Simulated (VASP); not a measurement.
A run of VASP 6.6.1 is set up as follows.

Contents of INCAR:

```
PREC = Accurate ; ENCUT = 520
EDIFF = 1E-7 ; ISMEAR = -1
SIGMA = 0.05 ; LREAL = False
LASPH = True ; NELM = 80
ALGO = Normal ; ISIF = 2
LWAVE = False ; LCHARG = False
GGA = PE ; NBANDS = 14
```

KPOINTS

```
Automatic mesh
0
Gamma
  14 14 8
```

File POSCAR:

```
Re
1.0
    2.5497657329      0.0000000000      0.0000000000
   -1.2748828664      2.2081618983      0.0000000000
    0.0000000000      0.0000000000      4.0770373845
Re
2
Direct
    0.3333333333      0.6666666667      0.2500000000
    0.6666666667      0.3333333333      0.7500000000
```

Potentials or basis: VASP PAW PBE potentials, release 64 (Re).

The run is started by

```bash
$ cat potpaw_PBE.64/Re/POTCAR > POTCAR
$ mpirun -np 1 vasp_std > vasp.out
```

(1) What does it give for the band gap on the k mesh?

(2) What does it give for the pressure?

Answers

(1) zero (band 7 reaches 13.42 eV, above the bottom of band 8 at 8.65 eV).

(2) 174.3 GPa.

Caveat: spin-orbit coupling is left out, which moves the levels of the heavy elements.
